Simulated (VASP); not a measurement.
# RbAl12 in VASP: notebook

RbAl12 is run at these levels: PBE+D3(BJ); tasks: single point.

Program: VASP 6.6.1. These are calculated values, not measurements. Logs are shortened: lines on timing, memory, paths and dates and some standing lists are left out, and cuts for length are marked.

### 1 The cell of the first run

The cell holds a slab with vacuum, 13 atoms: a = 4.878 Å, b = 4.878 Å, c = 25.898 Å, α = 90.00°, β = 90.00°, γ = 120.00°.

### 2 Single point, PBE+D3(BJ)

Contents of INCAR:

```
SYSTEM = RbAl12
PREC = Accurate
ENCUT = 520
EDIFF = 1E-7
ISMEAR = 0
SIGMA = 0.1
LREAL = .False.
LASPH = .True.
NELM = 60
ALGO = Normal
ISIF = 2
LWAVE = .False.
LCHARG = .True.
LDIPOL = .True.
IDIPOL = 3
DIPOL = 0.5 0.5 0.480
GGA = PE
IVDW = 12
LELF = .True.
LVHAR = .True.
LVACPOTAV = .True.
NBANDS = 34
```

Contents of KPOINTS:

```
Automatic mesh
0
Gamma
  6 6 1
  0 0 0
```

Contents of POSCAR:

```
RbAl12
1.0
    4.8778314603      0.0000000000      0.0000000000
   -2.4389157301      4.2243259600      0.0000000000
    0.0000000000      0.0000000000     25.8982954061
Al Rb
12 1
Direct
    0.0000000000      0.3333333333      0.3282069289
    0.3333333333      0.0000000000      0.3282069289
    0.6666666667      0.6666666667      0.3282069289
    0.3333333333      0.3333333333      0.4169939231
    0.6666666667      0.0000000000      0.4169939231
    0.0000000000      0.6666666667      0.4169939231
    0.6717970296      0.3384636962      0.5037771782
   -0.0051303629      0.0000000000      0.5037771782
    0.3333333333      0.6615363038      0.5037771782
    0.0000000000      0.3333333333      0.5979399159
    0.3333333333      0.0000000000      0.5870306577
    0.6666666667      0.6666666667      0.5979399159
    0.3333333333      0.0000000000      0.7145793237
```

Potentials or basis: VASP PAW PBE potentials, release 64 (Al, Rb_sv).

The run is started by

```console
cat potpaw_PBE.64/Al/POTCAR potpaw_PBE.64/Rb_sv/POTCAR > POTCAR
mpirun -np 1 vasp_std > vasp.out
```

OUTCAR:

```text
SYSTEM = RbAl12
   PREC = Accurate
   ENCUT = 520
   EDIFF = 1E-7
   ISMEAR = 0
   LREAL = .False.
   LASPH = .True.
   NELM = 60
   ISIF = 2
   GGA = PE
   IVDW = 12
 IVDW          = 12

 ion  position               nearest neighbor table
   1  0.000  0.333  0.328-   2 2.82   3 2.82   3 2.82   2 2.82   3 2.82   2 2.82   4 2.82   5 2.82
                             6 2.82
   2  0.333  0.000  0.328-   1 2.82   3 2.82   3 2.82   1 2.82   3 2.82   1 2.82   4 2.82   6 2.82
                             5 2.82
   3  0.667  0.667  0.328-   1 2.82   2 2.82   1 2.82   2 2.82   2 2.82   1 2.82   5 2.82   6 2.82
                             4 2.82
   4  0.333  0.333  0.417-   9 2.76   8 2.78   7 2.78   6 2.82   5 2.82   6 2.82   5 2.82   5 2.82
                             6 2.82   2 2.82   1 2.82   3 2.82
   5  0.667  0.000  0.417-   8 2.76   7 2.78   9 2.78   6 2.82   4 2.82   4 2.82   6 2.82   4 2.82
                             6 2.82   3 2.82   1 2.82   2 2.82
   6  0.000  0.667  0.417-   7 2.76   8 2.78   9 2.78   5 2.82   4 2.82   4 2.82   5 2.82   5 2.82
                             4 2.82   3 2.82   2 2.82   1 2.82
   7  0.672  0.338  0.504-  11 2.72   6 2.76   5 2.78   4 2.78   8 2.79   9 2.79   8 2.79   9 2.79
                             9 2.86   8 2.86  10 2.92  12 2.92
   8  0.995  0.000  0.504-  11 2.72   5 2.76   6 2.78   4 2.78   7 2.79   9 2.79   7 2.79   9 2.79
                             9 2.86   7 2.86  10 2.92  12 2.92
   9  0.333  0.662  0.504-  11 2.72   4 2.76   6 2.78   5 2.78   7 2.79   8 2.79   8 2.79   7 2.79
                             8 2.86   7 2.86  10 2.92  12 2.92
  10  0.000  0.333  0.598-  12 2.82  12 2.82  12 2.82  11 2.83  11 2.83  11 2.83   8 2.92   7 2.92
                             9 2.92  13 4.13  13 4.13  13 4.13
  11  0.333  0.000  0.587-   9 2.72   8 2.72   7 2.72  10 2.83  12 2.83  12 2.83  10 2.83  12 2.83
                            10 2.83  13 3.30
  12  0.667  0.667  0.598-  10 2.82  10 2.82  10 2.82  11 2.83  11 2.83  11 2.83   8 2.92   7 2.92
                             9 2.92  13 4.13  13 4.13  13 4.13
  13  0.333  0.000  0.715-  11 3.30  10 4.13  12 4.13  12 4.13  10 4.13  12 4.13  10 4.13

  LATTYP: Found a hexagonal cell.
 ALAT       =     4.8778314603
 C/A-ratio  =     5.3093870948

  Lattice vectors:

 A1 = (   4.8778314603,   0.0000000000,   0.0000000000)
 A2 = (  -2.4389157301,   4.2243259600,   0.0000000000)
 A3 = (   0.0000000000,   0.0000000000,  25.8982954061)

Analysis of symmetry for initial positions (statically):
=====================================================================
 Subroutine PRICEL returns:
 Original cell was already a primitive cell.

 Routine SETGRP: Setting up the symmetry group for a
 hexagonal supercell.

 Subroutine GETGRP returns: Found  6 space group operations
 (whereof  2 operations were pure point group operations)
 out of a pool of 24 trial point group operations.

The static configuration has the point symmetry C_1h.
 The point group associated with its full space group is C_3v.

[... 142 lines left out ...]
   GGA     = PE    functional components
   LHFCALC =     F    Hartree Fock is set to
   AEXX    =    0.0000 exact exchange contribution
   IVDW    =    12    specifies the selected vdW correction
   LEPSILON=     F    determine dielectric tensor
   LRPA    =     F    only Hartree local field effects (RPA)
 non-spin polarized calculation
 Gauss-broadening in eV      SIGMA  =   0.10
  energy-cutoff  :      520.00
  volume of cell :      533.65
 maximum number of plane-waves:     14445
   NGX = 19   NGY = 19   NGZ = 97

 dipolmoment           0.000000      0.000000      0.175516 electrons x Angstroem

 number of electron      45.0000000 magnetization

 dipolmoment           0.000000      0.000000     -0.201064 electrons x Angstroem

 Free energy of the ion-electron system (eV)
  ---------------------------------------------------
  ext. energy  EPLUGINS =         0.00000000
  ---------------------------------------------------
  free energy    TOTEN  =       -43.95101412 eV

  energy without entropy =      -43.91911971  energy(sigma->0) =      -43.93506691

 E-fermi :   1.4618     XC(G=0):  -5.2159

 val. band max:        1.4245841594   @ k =   0.1667  -0.0000   0.0000
 cond. band min:       1.4643903179   @ k =   0.5000  -0.0000   0.0000
 fundamental gap:      0.0398061585
 Fermi energy:         1.4618076269

 k-point     1 :       0.0000    0.0000    0.0000
  band No.  band energies     occupation
      1     -27.1855      2.00000
      2     -11.3454      2.00000
      3     -11.2366      2.00000
      4     -11.2366      2.00000
      5      -9.6787      2.00000
      6      -8.5474      2.00000
[... 248 lines left out ...]
     33       3.6810      0.00000
     34       4.3557      0.00000

------------------------ aborting loop because EDIFF is reached ----------------------------------------

 Edisp (eV)   -3.47426

 E8    (eV) :    -1.6229

  FORCE on cell =-STRESS in cart. coord.  units (eV):
  Direction    XX          YY          ZZ          XY          YZ          ZX
  --------------------------------------------------------------------------------------
  -------------------------------------------------------------------------------------
  Total      -0.94097    -0.94097     0.40185    -0.00000     0.00000     0.00000
  in kB      -2.82509    -2.82509     1.20649    -0.00000     0.00000     0.00000
  external pressure =       -1.48 kB  Pullay stress =        0.00 kB

 VOLUME and BASIS-vectors are now :
 -----------------------------------------------------------------------------
  energy-cutoff  :      520.00
  volume of cell :      533.65
      direct lattice vectors                 reciprocal lattice vectors
     4.877831460  0.000000000  0.000000000     0.205009133  0.118362078  0.000000000
    -2.438915730  4.224325960  0.000000000     0.000000000  0.236724157  0.000000000
     0.000000000  0.000000000 25.898295406     0.000000000  0.000000000  0.038612580

 POSITION                                       TOTAL-FORCE (eV/Angst)
 -----------------------------------------------------------------------------------
     -0.81297      1.40811      8.50000        -0.000000      0.000000     -0.059827
      1.62594      0.00000      8.50000        -0.000000     -0.000000     -0.067372
      1.62594      2.81622      8.50000        -0.000000     -0.000000     -0.059827
      0.81297      1.40811     10.79943         0.022736     -0.039380      0.059892
      3.25189      0.00000     10.79943        -0.045472     -0.000000      0.059892
     -1.62594      2.81622     10.79943         0.022736      0.039380      0.059892
      2.45143      1.42978     13.04697         0.000458      0.000794      0.008314
      4.85281      0.00000     13.04697        -0.000916      0.000000      0.008314
      0.01251      2.79454     13.04697         0.000458     -0.000794      0.008314
     -0.81297      1.40811     15.48562        -0.000000     -0.000000      0.004985
      1.62594      0.00000     15.20309        -0.000000      0.000000     -0.030081
      1.62594      2.81622     15.48562        -0.000000     -0.000000      0.004985
      1.62594      0.00000     18.50639        -0.000000     -0.000000      0.002521
 -----------------------------------------------------------------------------------
    total drift:                                0.000000      0.000000      0.000004

  FREE ENERGIE OF THE ION-ELECTRON SYSTEM (eV)
  ---------------------------------------------------
  free  energy   TOTEN  =       -47.4252693359 eV

  energy  without entropy=      -47.3933749356  energy(sigma->0) =      -47.40932214
```

OSZICAR:

```text
N       E                     dE             d eps       ncg     rms          rms(c)
DAV:   1     0.186953989026E+03    0.18695E+03   -0.14597E+04   476   0.965E+02
DAV:   2    -0.297889841214E+02   -0.21674E+03   -0.20674E+03   690   0.173E+02
DAV:   3    -0.468729399289E+02   -0.17084E+02   -0.16595E+02   640   0.464E+01
[... 19 lines left out ...]
DAV:  23    -0.439509981771E+02   -0.10004E-04   -0.25570E-06   478   0.505E-03    0.199E-03
DAV:  24    -0.439510097058E+02   -0.11529E-04   -0.20789E-06   454   0.425E-03    0.151E-03
DAV:  25    -0.439510139650E+02   -0.42593E-05   -0.79586E-07   596   0.268E-03    0.986E-04
DAV:  26    -0.439510141209E+02   -0.15580E-06   -0.42688E-08   408   0.885E-04    0.107E-03
DAV:  27    -0.439510141151E+02    0.57728E-08   -0.21238E-08   386   0.586E-04
   1 F= -.47425269E+02 E0= -.47409322E+02  d E =-.318944E-01
```

Run time: 5.4 min. Hardware: 1 thread of Intel Xeon Platinum 8488C (Sapphire Rapids), shared host; peak memory 0.56 GiB.

What came out:

```
Free energy                : -47.4253 eV
Largest force              : 0.075 eV/Å
Band gap on the k mesh     : zero (an odd number of electrons rules out a gap without spin polarisation)
Dispersion energy per atom : -0.267 eV
```

Forces on the atoms (eV/Å):
```
Al   0.000  0.000 -0.060
Al   0.000  0.000 -0.067
Al   0.000  0.000 -0.060
Al   0.023 -0.039  0.060
Al  -0.045  0.000  0.060
Al   0.023  0.039  0.060
Al   0.000  0.001  0.008
Al  -0.001  0.000  0.008
Al   0.000 -0.001  0.008
Al   0.000  0.000  0.005
Al   0.000  0.000 -0.030
Al   0.000  0.000  0.005
Rb   0.000  0.000  0.003
```

(Continued in part 2 of 2.)
